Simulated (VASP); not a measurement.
Crystal: ZnNi3N.

```xyz
5
Lattice="3.7270 0.0000 0.0000 0.0000 3.7270 0.0000 0.0000 0.0000 3.7270" Properties=species:S:1:pos:R:3 pbc="T T T"
Zn    0.0000    0.0000    0.0000
Ni    0.0000    1.8635    1.8635
Ni    1.8635    1.8635    0.0000
Ni    1.8635    0.0000    1.8635
N     1.8635    1.8635    1.8635
```

Base run:

- Program: VASP 6.6.1
- Functional: PBEsol
- Potentials or basis: VASP PAW PBE potentials, release 64 (Zn, Ni, N)
- Cutoff: 520 eV
- k mesh: 8 × 8 × 8
- Occupations: fermi-dirac, width 0.1 eV
- Spin: collinear spin, ferromagnetic start
- Starting moments: [0.0, 1.0, 1.0, 1.0, 0.0] μB
- Hubbard terms: Ni d U = 4.0 eV

Its results: pressure -11.5 GPa; net moment 0.00 μB per cell.

**Question.** The run is repeated on the same cell with these changes: k mesh from 8 × 8 × 8 to 3 × 3 × 3. What comes out?

**Answer.** Pressure -10.8 GPa; net moment 0.77 μB per cell; site moments Zn +0.01; Ni +0.22; N +0.09 μB.

Caveats: some runs use coarse meshes; the PAW data sets were made with another functional, which shifts forces and pressure a little; the cell stands under tension (at least some runs); the moments typed at the start vanished in this run (at least some runs).
